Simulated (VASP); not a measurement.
Input of a VASP 6.6.1 run:

Contents of INCAR:

```
SYSTEM = Ga
PREC = Accurate
ENCUT = 520
EDIFF = 1E-7
ISMEAR = -1
SIGMA = 0.05
LREAL = .FALSE.
LASPH = .TRUE.
NELM = 60
ALGO = Normal
ISIF = 2
LWAVE = .FALSE.
LCHARG = .FALSE.
GGA = CA
NBANDS = 20
```

KPOINTS

```
regular mesh
0
G
  10 8 7
  0 0 0
```

POSCAR

```
Ga
1.0
    2.7784220849      0.0000000000      0.0000000000
    0.0000000000      3.2816087900      0.0000000000
   -1.3434310986      0.0000000000      3.9902731763
Ga
2
Direct
    0.1345962700      0.7500000000      0.7701668300
    0.8654037300      0.2500000000      0.2298331700
```

Potentials or basis: VASP PAW LDA potentials, release 64 (Ga_d).

Command:

```bash
$ cat potpaw_LDA.64/Ga_d/POTCAR > POTCAR
$ mpirun -np 1 vasp_std > vasp.out
```

Q: Estimate the largest force.

A: 0.066 eV/Å.

Q: Estimate the band gap on the k mesh.

A: Zero (band 13 reaches 9.74 eV, above the bottom of band 14 at 1.49 eV).

Q: Estimate the pressure.

A: -2.6 GPa.

Stress tensor (GPa, compression positive):
```
-2.02  0.00 -0.40
 0.00 -3.51  0.00
-0.40  0.00 -2.29
```
